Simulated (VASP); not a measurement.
# Ge (P6_3/mmc) in VASP: relaxation of cell and atoms with LDA

Aim: the relaxation of cell and atoms of Ge with LDA.

Everything below comes from runs of VASP 6.6.1. Logs are shortened: lines on timing, memory, paths and dates and some standing lists are left out, and cuts for length are marked.

## Step 1: The cell of the first run

Symmetry: P6_3/mmc, No. 194, hexagonal system. Conventional cell: a = 2.807 Å, b = 2.807 Å, c = 4.716 Å, α = 90.00°, β = 90.00°, γ = 120.00°. Ge (site symmetry -6m2) has 12 Ge at 2.81 to 2.86 Å within 3.7 Å.

This isn't the form of Ge at room conditions, which is diamond.

## Step 2: Relaxation of cell and atoms, LDA, target pressure 11 GPa, at which the enthalpy is minimised

INCAR

```
PREC = Accurate
ENCUT = 600
EDIFF = 1E-6
ISMEAR = -1
SIGMA = 0.08
LREAL = F
LASPH = T
NELM = 60
ALGO = Normal
ISIF = 3
LWAVE = F
LCHARG = F
IBRION = 2
NSW = 32
EDIFFG = -0.005
PSTRESS = 110.0
```

KPOINTS

```
Automatic mesh
0
Gamma
  15 15 8
```

POSCAR

```
Ge
1.0
    2.8066246830      0.0000000000      0.0000000000
   -1.4033123415      2.4306082744      0.0000000000
    0.0000000000      0.0000000000      4.7159682362
Ge
2
Direct
    0.3333333333      0.6666666667      0.2500000000
    0.6666666667      0.3333333333      0.7500000000
```

Potentials or basis: VASP PAW LDA potentials, release 64 (Ge_d).

Launch:

```
$ cat potpaw_LDA.64/Ge_d/POTCAR > POTCAR
$ mpirun -np 1 vasp_std > vasp.out
```

OUTCAR:

```text
PREC = Accurate
   ENCUT = 600
   EDIFF = 1E-6
   ISMEAR = -1
   LREAL = F
   LASPH = T
   NELM = 60
   ISIF = 3
   IBRION = 2
   NSW = 32
   EDIFFG = -0.005
   PSTRESS = 110.0

 ion  position               nearest neighbor table
   1  0.333  0.667  0.250-   2 2.86   2 2.86   2 2.86   2 2.86   2 2.86   2 2.86
   2  0.667  0.333  0.750-   1 2.86   1 2.86   1 2.86   1 2.86   1 2.86   1 2.86

  LATTYP: Found a hexagonal cell.
 ALAT       =     2.8066246830
 C/A-ratio  =     1.6802988532

  Lattice vectors:

 A1 = (   2.8066246830,   0.0000000000,   0.0000000000)
 A2 = (  -1.4033123415,   2.4306082744,   0.0000000000)
 A3 = (   0.0000000000,   0.0000000000,   4.7159682362)

Analysis of symmetry for initial positions (statically):
=====================================================================
 Subroutine PRICEL returns:
 Original cell was already a primitive cell.

 Routine SETGRP: Setting up the symmetry group for a
 hexagonal supercell.

 Subroutine GETGRP returns: Found 24 space group operations
 (whereof 12 operations were pure point group operations)
 out of a pool of 24 trial point group operations.

The static configuration has the point symmetry D_3d.
 The point group associated with its full space group is D_6h.

Analysis of symmetry for dynamics (positions and initial velocities):
=====================================================================
 Subroutine PRICEL returns:
 Original cell was already a primitive cell.

 Routine SETGRP: Setting up the symmetry group for a
 hexagonal supercell.

 Subroutine GETGRP returns: Found 24 space group operations
 (whereof 12 operations were pure point group operations)
 out of a pool of 24 trial point group operations.

The dynamic configuration has the point symmetry D_3d.
 The point group associated with its full space group is D_6h.

 Subroutine INISYM returns: Found 24 space group operations
 (whereof 12 operations are pure point group operations),
 and found     1 'primitive' translations

----------------------------------------------------------------------------------------

                                     Primitive cell

  volume of cell :      32.1714

  direct lattice vectors                    reciprocal lattice vectors
     2.806624683  0.000000000  0.000000000     0.356299867  0.205709824  0.000000000
    -1.403312341  2.430608274  0.000000000     0.000000000  0.411419648  0.000000000
     0.000000000  0.000000000  4.715968236     0.000000000  0.000000000  0.212045533

  length of vectors
     2.806624683  2.806624683  4.715968236     0.411419648  0.411419648  0.212045533

  position of ions in fractional coordinates (direct lattice)
     0.333333333  0.666666667  0.250000000
     0.666666667  0.333333333  0.750000000

  ion indices of the primitive-cell ions
   primitive index   ion index
                 1           1
                 2           2

----------------------------------------------------------------------------------------

 KPOINTS: Automatic mesh

Automatic generation of k-mesh.
 Grid dimensions read from file:
 generate k-points for:   15   15    8

 Generating k-lattice:

  Cartesian coordinates                     Fractional coordinates (reciprocal lattice)
     0.023753324  0.013713988  0.000000000     0.066666667  0.000000000  0.000000000
     0.000000000  0.027427977  0.000000000     0.000000000  0.066666667  0.000000000
     0.000000000  0.000000000  0.026505692     0.000000000  0.000000000  0.125000000

  Length of vectors
     0.027427977  0.027427977  0.026505692

  Shift w.r.t. Gamma in fractional coordinates (k-lattice)
     0.000000000  0.000000000  0.000000000

 Subroutine IBZKPT returns following result:
 ===========================================

 Found    135 irreducible k-points:

 Following reciprocal coordinates:
            Coordinates               Weight
  0.000000  0.000000  0.000000      1.000000
  0.066667  0.000000  0.000000      6.000000
  0.133333  0.000000  0.000000      6.000000
  0.200000  0.000000  0.000000      6.000000
  0.266667  0.000000  0.000000      6.000000
  0.333333  0.000000  0.000000      6.000000
[... 16 lines left out ...]
  0.333333  0.200000  0.000000     12.000000
  0.400000  0.200000  0.000000      6.000000
 [... further k-points ...]
   k-points           NKPTS =    135   k-points in BZ     NKDIM =    135   number of bands    NBANDS=     18
   number of dos      NEDOS =    301   number of ions     NIONS =      2
   total plane-waves  NPLWV =  23040
   dimension x,y,z NGX =    24 NGY =   24 NGZ =   40
   dimension x,y,z NGXF=    48 NGYF=   48 NGZF=   80
   ions per type =               2
   NGX,Y,Z   is equivalent  to a cutoff of  14.22, 14.22, 14.10 a.u.
   NGXF,Y,Z  is equivalent  to a cutoff of  28.43, 28.43, 28.20 a.u.
 SYSTEM =  unknown system
   PREC   = accura    normal or accurate (medium, high low for compatibility)
   ISTART =      0    job   : 0-new  1-cont  2-samecut
   ICHARG =      2    charge: 1-file 2-atom 10-const
   ISPIN  =      1    spin polarized calculation?
   LNONCOLLINEAR =      F non collinear calculations
   LSORBIT =      F    spin-orbit coupling
   LASPH  =      T    aspherical Exc in radial PAW
   ENCUT  =  600.0 eV  44.10 Ry    6.64 a.u.   5.61  5.61  9.42*2*pi/ulx,y,z
   NELM   =     60;   NELMIN=  2; NELMDL= -5     # of ELM steps
   EDIFF  = 0.1E-05   stopping-criterion for ELM
   LREAL  =      F    real-space projection
   EDIFFG = -.5E-02   stopping-criterion for IOM
   NSW    =     32    number of steps for IOM
   IBRION =      2    ionic relax: 0-MD 1-quasi-New 2-CG
   NFREE  =      1    steps in history (QN), initial steepest desc. (CG)
   ISIF   =      3    stress and relaxation
   ISYM   =      2    0-nonsym 1-usesym 2-fastsym
   POTIM  = 0.5000    time-step for ionic-motion
   TEBEG  =    0.0;   TEEND  =   0.0 temperature during run
   PSTRESS=  110.0 pullay stress
   NELECT =      28.0000    total number of electrons
   NUPDOWN=      -1.0000    fix difference up-down
   EMIN   =  10.00;   EMAX   =-10.00  energy-range for DOS
   EFERMI =   0.00;   METHOD = LEGACY
   ISMEAR =    -1;   SIGMA  =   0.08  broadening in eV -4-tet -1-fermi 0-gaus
   EFERMI_NEDOS =   21; number of points for ismear=-14 and -15
   IALGO  =     38    algorithm
   IMIX   =      4    mixing-type and parameters
     AMIX     =   0.40;   BMIX     =  1.00
     AMIX_MAG =   1.60;   BMIX_MAG =  1.00
  volume/ion in A,a.u.               =      16.09       108.55
  Fermi-wavevector in a.u.,A,eV,Ry     =   1.563042  2.953722 33.240418  2.443102
  Thomas-Fermi vector in A             =   2.665872
   LORBIT       =      0    0 simple, 1 ext, 2 COOP (PROOUT), +10 PAW based schemes
   GGA     = CA    functional components
   LHFCALC =     F    Hartree Fock is set to
   AEXX    =    0.0000 exact exchange contribution
   IVDW    =     0    specifies the selected vdW correction
   LEPSILON=     F    determine dielectric tensor
   LRPA    =     F    only Hartree local field effects (RPA)
 conjugate gradient relaxation of ions
 non-spin polarized calculation
  energy-cutoff  :      600.00
  volume of cell :       32.17
 maximum number of plane-waves:      1099
 NGX is ok and might be reduce to    24
   NGX = 11   NGY = 11   NGZ = 19

--------------------------------------- Ionic step        1  -------------------------------------------

 number of electron      27.9999976 magnetization

 Free energy of the ion-electron system (eV)
  ---------------------------------------------------
  ext. energy  EPLUGINS =         0.00000000
  ---------------------------------------------------
  free energy    TOTEN  =        -9.66735481 eV

  energy without entropy =       -9.64931669  energy(sigma->0) =       -9.65833575

------------------------ aborting loop because EDIFF is reached ----------------------------------------

  FORCE on cell =-STRESS in cart. coord.  units (eV):
  Direction    XX          YY          ZZ          XY          YZ          ZX
  --------------------------------------------------------------------------------------
  -------------------------------------------------------------------------------------
  Total        2.2366177      2.2366177      2.2284135      0.0000000      0.0000000      0.0000000
  in kB      111.3863972    111.3863972    110.9778175      0.0000000      0.0000000      0.0000000
  external PRESSURE =       1.2502040 kB  Pullay stress =     110.0000000 kB
[... 175 lines left out ...]
  enthalpy is  TOTEN    =        -7.4586300952 eV   P V=        2.2126485796

--------------------------------------- Ionic step        6  -------------------------------------------

 number of electron      27.9999976 magnetization

 Free energy of the ion-electron system (eV)
  ---------------------------------------------------
  ext. energy  EPLUGINS =         0.00000000
  ---------------------------------------------------
  free energy    TOTEN  =        -9.67119947 eV

  energy without entropy =       -9.65314868  energy(sigma->0) =       -9.66217408

 E-fermi :   8.3058     XC(G=0): -12.4014

 val. band max:        8.3014325095   @ k =   0.3333   0.1333   0.0000
 cond. band min:       8.3437651365   @ k =   0.3333   0.2667   0.0000
 fundamental gap:      0.0423326270
 Fermi energy:         8.3058346620

 k-point     1 :       0.0000    0.0000    0.0000
  band No.  band energies     occupation
      1     -16.5691      2.00000
      2     -16.5627      2.00000
      3     -16.5481      2.00000
      4     -16.5481      2.00000
      5     -16.5368      2.00000
      6     -16.5368      2.00000
[... 10 lines left out ...]
     17      18.7132      0.00000
     18      18.7132      0.00000
[... 466 lines left out ...]
      2     -16.5856      2.00000
      3     -16.5264      2.00000
      4     -16.5257      2.00000
      5     -16.4952      2.00000
      6     -16.4751      2.00000
[... 10 lines left out ...]
     17       9.8939      0.00000
     18      11.8229      0.00000

 [... further k-points ...]

------------------------ aborting loop because EDIFF is reached ----------------------------------------

  FORCE on cell =-STRESS in cart. coord.  units (eV):
  Direction    XX          YY          ZZ          XY          YZ          ZX
  --------------------------------------------------------------------------------------
  -------------------------------------------------------------------------------------
  Total        2.2052527      2.2052527      2.2059557      0.0000000     -0.0000000      0.0000000
  in kB      109.6362331    109.6362331    109.6711814      0.0000000     -0.0000000      0.0000000
  external PRESSURE =      -0.3521174 kB  Pullay stress =     110.0000000 kB
[... 17 lines left out ...]
  FREE ENERGIE OF THE ION-ELECTRON SYSTEM (eV)
  ---------------------------------------------------
  free  energy   TOTEN  =        -9.6711994746 eV

  energy  without entropy=       -9.6531486798  energy(sigma->0) =       -9.66217408

  enthalpy is  TOTEN    =        -7.4586298327 eV   P V=        2.2125696419

 reached required accuracy - stopping structural energy minimisation
```

It took 2.9 min on 1 thread of AMD EPYC 7R43 (Zen 3), shared host; peak memory 0.16 GiB.

What came out:

```yaml
Free_energy: -9.6712 eV
Relaxed_volume: 16.11 Å³/atom
Relaxed_cell: a = 2.808 Å, b = 2.808 Å, c = 4.718 Å, α = 90.00°, β = 90.00°, γ = 120.00°
Space_group_after_relaxing_to_0.1_Å: P6_3/mmc (No. 194)
Energy_change_on_relaxing_the_run_minimises_the_enthalpy: -1.9 meV/atom
Ionic_steps: 6
Pressure_after_relaxing: 11.0 GPa
Band_gap_on_the_k_mesh: zero (bands 14 and 15 overlap by 11.97 eV)
```

Step by step:
```tsv
step	energy change (eV)	largest force (eV/Å)	pressure (GPa)	volume (Å³)
1	0.0000	0.0000	11.13	32.17
2	-0.0041	0.0000	10.89	32.23
3	-0.0036	0.0000	11.05	32.22
4	-0.0038	0.0000	11.12	32.23
5	-0.0039	0.0000	10.91	32.23
6	-0.0038	0.0000	10.96	32.23
```

Final structure:
```xyz
2
Lattice="2.8084 0.0000 0.0000 -1.4042 2.4321 0.0000 0.0000 0.0000 4.7181" Properties=species:S:1:pos:R:3 pbc="T T T"
Ge    0.0000    1.6214    1.1795
Ge    1.4042    0.8107    3.5386
```

Levels at points of the mesh, in eV from the Fermi level:
| k point | band 11 | band 12 | band 13 | band 14 | band 15 | band 16 | band 17 | band 18 |
| --- | --- | --- | --- | --- | --- | --- | --- | --- |
| (0.00, 0.00, 0.00) | -14.56 | -8.62 | -6.58 | 8.34 | 8.34 | 9.99 | 10.41 | 10.41 |
| (0.00, 0.00, 0.50) | -12.87 | -12.87 | 0.95 | 0.95 | 9.49 | 9.49 | 9.49 | 9.49 |

Caveat: the cell is relaxed towards a set pressure, so the run minimises the enthalpy, not the energy.
